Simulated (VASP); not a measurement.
# Re (C2/m) in VASP: notebook

The runs below take Re through single point, with PBE.

All numbers are computed with VASP 6.6.1; they aren't measurements. Logs are shortened: lines on timing, memory, paths and dates and some standing lists are left out, and cuts for length are marked.

## (1) The cell of the first run

Symmetry: C2/m, No. 12, monoclinic system. The conventional cell has a = 4.806 Å, b = 2.775 Å, c = 4.484 Å, α = 90.00°, β = 90.00°, γ = 90.00°. Within 3.1 Å of Re (site symmetry m) lie 9 Re at 2.33 to 2.77 Å.

## (2) Single point, PBE (mode 4 frozen in at -0.243 Å and mode 6 at -0.082 Å (largest displacements))

File INCAR:

```
  ALGO = Fast
  EDIFF = 1E-7
  ENCUT = 520
  GGA = PE
  ISIF = 2
  ISMEAR = 0
  LASPH = True
  LCHARG = False
  LREAL = False
  LWAVE = False
  NBANDS = 14
  NELM = 100
  PREC = Accurate
  SIGMA = 0.15
```

File KPOINTS:

```
k-points
0
Gamma
  18 18 10
```

File POSCAR:

```
Re
1.0
    2.7748241524      0.0000000000      0.0000000000
   -1.3874120762      2.4030682070      0.0000000000
    0.0000000000      0.0000000000      4.4842238099
Re
2
Direct
    0.3162718118      0.6325436236      0.1958100197
    0.6837281882      0.3674563764      0.8041899803
```

Potentials or basis: VASP PAW PBE potentials, release 64 (Re).

Run with:

```console
$ cat potpaw_PBE.64/Re/POTCAR > POTCAR
$ mpirun -np 1 vasp_std > vasp.out
```

OUTCAR:

```text
EDIFF = 1E-7
   ENCUT = 520
   GGA = PE
   ISIF = 2
   ISMEAR = 0
   LASPH = True
   LREAL = False
   NELM = 100
   PREC = Accurate

 ion  position               nearest neighbor table
   1  0.316  0.633  0.196-   2 2.33   2 2.33   2 2.49   2 3.13   2 3.13   2 3.25
   2  0.684  0.367  0.804-   1 2.33   1 2.33   1 2.49   1 3.13   1 3.13   1 3.25

  LATTYP: Found a hexagonal cell.
 ALAT       =     2.7748241524
 C/A-ratio  =     1.6160389140

  Lattice vectors:

 A1 = (   2.7748241524,   0.0000000000,   0.0000000000)
 A2 = (  -1.3874120762,   2.4030682070,   0.0000000000)
 A3 = (   0.0000000000,   0.0000000000,   4.4842238099)

Analysis of symmetry for initial positions (statically):
=====================================================================
 Subroutine PRICEL returns:
 Original cell was already a primitive cell.

 Routine SETGRP: Setting up the symmetry group for a
 hexagonal supercell.

 Subroutine GETGRP returns: Found  4 space group operations
 (whereof  4 operations were pure point group operations)
 out of a pool of 24 trial point group operations.

The static configuration has the point symmetry C_2h.

Analysis of symmetry for dynamics (positions and initial velocities):
=====================================================================
 Subroutine PRICEL returns:
 Original cell was already a primitive cell.

 Routine SETGRP: Setting up the symmetry group for a
 hexagonal supercell.

 Subroutine GETGRP returns: Found  4 space group operations
 (whereof  4 operations were pure point group operations)
 out of a pool of 24 trial point group operations.

The dynamic configuration has the point symmetry C_2h.

 Subroutine INISYM returns: Found  4 space group operations
 (whereof  4 operations are pure point group operations),
 and found     1 'primitive' translations

----------------------------------------------------------------------------------------

                                     Primitive cell

  volume of cell :      29.9012

  direct lattice vectors                    reciprocal lattice vectors
     2.774824152  0.000000000  0.000000000     0.360383197  0.208067336  0.000000000
    -1.387412076  2.403068207  0.000000000     0.000000000  0.416134672  0.000000000
     0.000000000  0.000000000  4.484223810     0.000000000  0.000000000  0.223004034

  length of vectors
     2.774824152  2.774824152  4.484223810     0.416134672  0.416134672  0.223004034

  position of ions in fractional coordinates (direct lattice)
[... 90 lines left out ...]
   NELECT =      14.0000    total number of electrons
   NUPDOWN=      -1.0000    fix difference up-down
   EMIN   =  10.00;   EMAX   =-10.00  energy-range for DOS
   EFERMI =   0.00;   METHOD = LEGACY
   ISMEAR =     0;   SIGMA  =   0.15  broadening in eV -4-tet -1-fermi 0-gaus
   EFERMI_NEDOS =   21; number of points for ismear=-14 and -15
   IALGO  =     68    algorithm
   IMIX   =      4    mixing-type and parameters
     AMIX     =   0.40;   BMIX     =  1.00
     AMIX_MAG =   1.60;   BMIX_MAG =  1.00
  volume/ion in A,a.u.               =      14.95       100.89
  Fermi-wavevector in a.u.,A,eV,Ry     =   1.271221  2.402260 21.987070  1.616004
  Thomas-Fermi vector in A             =   2.404166
   LORBIT       =      0    0 simple, 1 ext, 2 COOP (PROOUT), +10 PAW based schemes
   GGA     = PE    functional components
   LHFCALC =     F    Hartree Fock is set to
   AEXX    =    0.0000 exact exchange contribution
   IVDW    =     0    specifies the selected vdW correction
   LEPSILON=     F    determine dielectric tensor
   LRPA    =     F    only Hartree local field effects (RPA)
 non-spin polarized calculation
 RMM-DIIS sequential band-by-band and
 Gauss-broadening in eV      SIGMA  =   0.15
  energy-cutoff  :      520.00
  volume of cell :       29.90
 maximum number of plane-waves:       817
 NGX is ok and might be reduce to    24
   NGX = 11   NGY = 11   NGZ = 17

 number of electron      14.0000000 magnetization

 Free energy of the ion-electron system (eV)
  ---------------------------------------------------
  ext. energy  EPLUGINS =         0.00000000
  ---------------------------------------------------
  free energy    TOTEN  =       -23.31430381 eV

  energy without entropy =      -23.29943437  energy(sigma->0) =      -23.30686909

 E-fermi :   7.9189     XC(G=0): -13.4761

 val. band max:        7.9178650285   @ k =  -0.2778   0.1667   0.0000
 cond. band min:       7.9196088023   @ k =   0.3889   0.1111   0.5000
 fundamental gap:      0.0017437738
 Fermi energy:         7.9189460912

 k-point     1 :       0.0000    0.0000    0.0000
  band No.  band energies     occupation
      1      -1.9858      2.00000
      2       0.5084      2.00000
      3       4.9988      2.00000
      4       5.0510      2.00000
      5       5.2607      2.00000
      6       5.2698      2.00000
      7       6.4029      2.00000
      8       8.6394      0.00000
      9       9.4819      0.00000
     10      10.4670      0.00000
     11      11.1759      0.00000
     12      12.8063      0.00000
     13      14.7481      0.00000
     14      21.2988      0.00000
[... 377 lines left out ...]
      1      -1.1157      2.00000
      2       1.3130      2.00000
      3       3.9444      2.00000
      4       4.8011      2.00000
      5       5.3912      2.00000
      6       5.8980      2.00000
      7       6.9554      2.00000
      8       7.9805      0.56183
      9       8.6844      0.00000
     10       9.4469      0.00000
     11      11.6170      0.00000
     12      15.3170      0.00000
     13      15.6734      0.00000
     14      22.9248      0.00000

 [... further k-points ...]

------------------------ aborting loop because EDIFF is reached ----------------------------------------

  FORCE on cell =-STRESS in cart. coord.  units (eV):
  Direction    XX          YY          ZZ          XY          YZ          ZX
  --------------------------------------------------------------------------------------
  -------------------------------------------------------------------------------------
  Total        8.4295311      5.2069007     10.2175734      0.0000000      1.7309770      0.0000000
  in kB      451.6740647    278.9979626    547.4815730      0.0000000     92.7498133      0.0000000
  external PRESSURE =     426.0512001 kB  Pullay stress =       0.0000000 kB

 VOLUME and BASIS-vectors are now :
 -----------------------------------------------------------------------------
  energy-cutoff  :      520.00
  volume of cell :       29.90
      direct lattice vectors                 reciprocal lattice vectors
     2.774824152  0.000000000  0.000000000     0.360383197  0.208067336  0.000000000
    -1.387412076  2.403068207  0.000000000     0.000000000  0.416134672  0.000000000
     0.000000000  0.000000000  4.484223810     0.000000000  0.000000000  0.223004034

 POSITION                                       TOTAL-FORCE (eV/Angst)
 -----------------------------------------------------------------------------------
      0.00000      1.52005      0.87806         0.000000      1.404810      8.134362
      1.38741      0.88302      3.60617        -0.000000     -1.404810     -8.134362
 -----------------------------------------------------------------------------------
    total drift:                                0.000000     -0.000000     -0.000000

  FREE ENERGIE OF THE ION-ELECTRON SYSTEM (eV)
  ---------------------------------------------------
  free  energy   TOTEN  =       -23.3143038052 eV

  energy  without entropy=      -23.2994343710  energy(sigma->0) =      -23.30686909
```

stdout:

```text
POSCAR found type information on POSCAR Re
 POSCAR found :  1 types and       2 ions
 scaLAPACK will be used
 LDA part: xc-table for (Slater+PW92), standard interpolation
 POSCAR, INCAR and KPOINTS ok, starting setup
 FFT: planning ... GRIDC
 FFT: planning ... GRID_SOFT
 FFT: planning ... GRID
 WAVECAR not read
 entering main loop
```

Run time: 3.9 min. Hardware: 1 thread of Intel Xeon Platinum 8488C (Sapphire Rapids), shared host; peak memory 0.42 GiB.

Results:

```
Free energy            : -23.3143 eV
Pressure               : 42.6 GPa
Largest force          : 8.255 eV/Å
Band gap on the k mesh : zero (band 7 reaches 9.64 eV, above the bottom of band 8 at 6.90 eV)
```

Forces in eV/Å, atoms in the order of the input:
```
Re   0.000  1.405  8.134
Re   0.000 -1.405 -8.134
```

Levels at points of the mesh, in eV from the Fermi level:
| k point | band 4 | band 5 | band 6 | band 7 | band 8 | band 9 | band 10 | band 11 |
| --- | --- | --- | --- | --- | --- | --- | --- | --- |
| (0.00, 0.00, 0.00) | -2.87 | -2.66 | -2.65 | -1.52 | 0.72 | 1.56 | 2.55 | 3.26 |
| (0.50, 0.00, 0.00) | -2.75 | -1.83 | -1.50 | -0.17 | 3.03 | 3.68 | 4.92 | 5.98 |
| (0.00, 0.50, 0.00) | -3.20 | -1.35 | -0.85 | 0.61 | 3.35 | 3.65 | 5.11 | 5.44 |
| (0.00, 0.00, 0.50) | -2.91 | -2.91 | -2.84 | -2.75 | 0.72 | 1.38 | 2.40 | 3.66 |
| (0.50, 0.00, 0.50) | -3.09 | -1.47 | 0.88 | 1.37 | 2.14 | 2.59 | 3.12 | 4.65 |
| (0.00, 0.50, 0.50) | -2.61 | -2.46 | 0.67 | 0.94 | 2.26 | 2.65 | 3.71 | 4.33 |

Caveat: the cell differs from its parent crystal (mode 4 frozen in at -0.243 Å and mode 6 at -0.082 Å (largest displacements)); spin-orbit coupling is left out, which moves the levels of the heavy elements; forces of over 1 eV/Å act on the atoms, so gaps and moduli don't describe the material at rest.

## (3) Single point, PBE (mode 4 frozen in at -0.121 Å and mode 6 at +0.082 Å (largest displacements))

File INCAR:

```
SYSTEM = Re
ALGO = Fast ; EDIFF = 1E-6
ENCUT = 520 ; GGA = PE
ISIF = 2 ; ISMEAR = 0
LASPH = .TRUE. ; LCHARG = .FALSE.
LREAL = .FALSE. ; LWAVE = .FALSE.
NBANDS = 14 ; NELM = 100
PREC = Accurate ; SIGMA = 0.15
```

File KPOINTS:

```
k-points
0
G
  18 18 10
  0 0 0
```

File POSCAR:

```
Re
1.0
    2.7748241524      0.0000000000      0.0000000000
   -1.3874120762      2.4030682070      0.0000000000
    0.0000000000      0.0000000000      4.4842238099
Re
2
Direct
    0.3503948549      0.7007897098      0.2229050098
    0.6496051451      0.2992102902      0.7770949902
```

Potentials or basis: VASP PAW PBE potentials, release 64 (Re).

Run with:

```console
$ cat potpaw_PBE.64/Re/POTCAR > POTCAR
$ mpirun -np 1 vasp_std > vasp.out
```

It took 3.8 min on 1 thread of Intel Xeon Platinum 8488C (Sapphire Rapids), shared host; peak memory 0.42 GiB.

It converged, with:

* Free energy: -24.5676 eV
* Pressure: 10.3 GPa
* Largest force: 2.808 eV/Å
* Band gap on the k mesh: zero (band 7 reaches 9.35 eV, above the bottom of band 8 at 6.49 eV)

Forces on the atoms (eV/Å):
```
Re   0.000 -1.053  2.603
Re   0.000  1.053 -2.603
```

Stress tensor (GPa, compression positive):
```
 5.29  0.00  0.00
 0.00 10.51 -7.17
 0.00 -7.17 15.25
```

Levels at points of the mesh, in eV from the Fermi level:
```
           k point  band 5  band 6  band 7  band 8  band 9  band 10
(0.00, 0.00, 0.00)   -1.63   -1.29   -0.84    0.28    1.16     1.21
(0.50, 0.00, 0.00)   -1.41   -0.85   -0.27    3.96    4.00     4.63
(0.00, 0.50, 0.00)   -1.89   -1.89   -0.51    3.64    4.24     4.77
(0.00, 0.00, 0.50)   -1.89   -1.80   -1.72   -0.79    1.66     2.56
(0.50, 0.00, 0.50)   -0.62    0.77    0.95    1.73    3.84     4.08
(0.00, 0.50, 0.50)   -0.59    1.23    1.47    1.57    3.84     3.92
```

Caveat: the cell differs from its parent crystal (mode 4 frozen in at -0.121 Å and mode 6 at +0.082 Å (largest displacements)); spin-orbit coupling is left out, which moves the levels of the heavy elements; forces of over 1 eV/Å act on the atoms, so gaps and moduli don't describe the material at rest.

## (4) Single point, PBE (mode 4 frozen in at -0.121 Å and mode 6 at -0.082 Å (largest displacements))

File INCAR:

```
  ALGO = Fast
  EDIFF = 1E-6
  ENCUT = 520
  GGA = PE
  ISIF = 2
  ISMEAR = 0
  LASPH = True
  LCHARG = False
  LREAL = False
  LWAVE = False
  NBANDS = 14
  NELM = 80
  PREC = Accurate
  SIGMA = 0.15
```

File KPOINTS:

```
k-points
0
Gamma
  18 18 10
```

File POSCAR:

```
Re
1.0
    2.7748241524      0.0000000000      0.0000000000
   -1.3874120762      2.4030682070      0.0000000000
    0.0000000000      0.0000000000      4.4842238099
Re
2
Direct
    0.3162718118      0.6325436236      0.2229050098
    0.6837281882      0.3674563764      0.7770949902
```

Potentials or basis: VASP PAW PBE potentials, release 64 (Re).

Run with:

```console
$ cat potpaw_PBE.64/Re/POTCAR > POTCAR
$ mpirun -np 1 vasp_std > vasp.out
```

OUTCAR:

```text
EDIFF = 1E-6
   ENCUT = 520
   GGA = PE
   ISIF = 2
   ISMEAR = 0
   LASPH = True
   LREAL = False
   NELM = 80
   PREC = Accurate

 ion  position               nearest neighbor table
   1  0.316  0.633  0.223-   2 2.52   2 2.52   2 2.67   2 2.92   2 2.92   2 3.05
   2  0.684  0.367  0.777-   1 2.52   1 2.52   1 2.67   1 2.92   1 2.92   1 3.05

  LATTYP: Found a hexagonal cell.
 ALAT       =     2.7748241524
 C/A-ratio  =     1.6160389140

  Lattice vectors:

[... 596 lines left out ...]

------------------------ aborting loop because EDIFF is reached ----------------------------------------

  FORCE on cell =-STRESS in cart. coord.  units (eV):
  Direction    XX          YY          ZZ          XY          YZ          ZX
  --------------------------------------------------------------------------------------
  -------------------------------------------------------------------------------------
  Total        2.1763982      0.8391731      2.6198698      0.0000000      1.1254604      0.0000000
  in kB      116.6165252     44.9648648    140.3787749      0.0000000     60.3048105      0.0000000
  external PRESSURE =     100.6533883 kB  Pullay stress =       0.0000000 kB

 VOLUME and BASIS-vectors are now :
 -----------------------------------------------------------------------------
  energy-cutoff  :      520.00
  volume of cell :       29.90
      direct lattice vectors                 reciprocal lattice vectors
     2.774824152  0.000000000  0.000000000     0.360383197  0.208067336  0.000000000
    -1.387412076  2.403068207  0.000000000     0.000000000  0.416134672  0.000000000
     0.000000000  0.000000000  4.484223810     0.000000000  0.000000000  0.223004034

 POSITION                                       TOTAL-FORCE (eV/Angst)
 -----------------------------------------------------------------------------------
      0.00000      1.52005      0.99956         0.000000      0.988284      2.544210
      1.38741      0.88302      3.48467        -0.000000     -0.988284     -2.544210
 -----------------------------------------------------------------------------------
    total drift:                               -0.000000     -0.000000     -0.000000

  FREE ENERGIE OF THE ION-ELECTRON SYSTEM (eV)
  ---------------------------------------------------
  free  energy   TOTEN  =       -24.5714792260 eV

  energy  without entropy=      -24.5576820603  energy(sigma->0) =      -24.56458064
```

OSZICAR:

```text
N       E                     dE             d eps       ncg     rms          rms(c)
DAV:   1     0.207599708467E+02    0.20760E+02   -0.67864E+03 48432   0.124E+03
DAV:   2    -0.248403434768E+02   -0.45600E+02   -0.40121E+02 39464   0.280E+02
DAV:   3    -0.259141362205E+02   -0.10738E+01   -0.10446E+01 37998   0.446E+01
DAV:   4    -0.259249764452E+02   -0.10840E-01   -0.10831E-01 37116   0.304E+00
DAV:   5    -0.259251995576E+02   -0.22311E-03   -0.22308E-03 37574   0.774E-01    0.436E+01
RMM:   6    -0.248641695291E+02    0.10610E+01   -0.17900E-01 25712   0.204E+01    0.174E+01
RMM:   7    -0.245853072962E+02    0.27886E+00   -0.26591E+00 36470   0.222E+01    0.131E+00
RMM:   8    -0.245762987842E+02    0.90085E-02   -0.93911E-02 36094   0.441E+00    0.733E-01
RMM:   9    -0.245729779899E+02    0.33208E-02   -0.16590E-02 37742   0.998E-01    0.332E-01
RMM:  10    -0.245713877481E+02    0.15902E-02   -0.90818E-04 28844   0.118E+00    0.161E-01
RMM:  11    -0.245714842246E+02   -0.96477E-04   -0.17915E-03 37807   0.310E-01    0.211E-02
RMM:  12    -0.245714843432E+02   -0.11865E-06   -0.14875E-04 37283   0.804E-02    0.152E-02
RMM:  13    -0.245714794453E+02    0.48979E-05   -0.16100E-05 33537   0.517E-02    0.476E-03
RMM:  14    -0.245714792260E+02    0.21932E-06   -0.88427E-06 26726   0.306E-02
   1 F= -.24571479E+02 E0= -.24564581E+02  d E =-.137972E-01
```

stdout:

```text
POSCAR found type information on POSCAR Re
 POSCAR found :  1 types and       2 ions
 scaLAPACK will be used
 LDA part: xc-table for (Slater+PW92), standard interpolation
 POSCAR, INCAR and KPOINTS ok, starting setup
 FFT: planning ... GRIDC
 FFT: planning ... GRID_SOFT
 FFT: planning ... GRID
 WAVECAR not read
 entering main loop
```

It took 3.9 min on 1 thread of Intel Xeon Platinum 8488C (Sapphire Rapids), shared host; peak memory 0.42 GiB.

Results:

```yaml
Free_energy: -24.5715 eV
Pressure: 10.1 GPa
Largest_force: 2.729 eV/Å
Band_gap_on_the_k_mesh: zero (band 7 reaches 9.54 eV, above the bottom of band 8 at 6.51 eV)
```

Forces on the atoms (eV/Å):
```
Re   0.000  0.988  2.544
Re   0.000 -0.988 -2.544
```

Caveat: the cell differs from its parent crystal (mode 4 frozen in at -0.121 Å and mode 6 at -0.082 Å (largest displacements)); spin-orbit coupling is left out, which moves the levels of the heavy elements; forces of over 1 eV/Å act on the atoms, so gaps and moduli don't describe the material at rest.
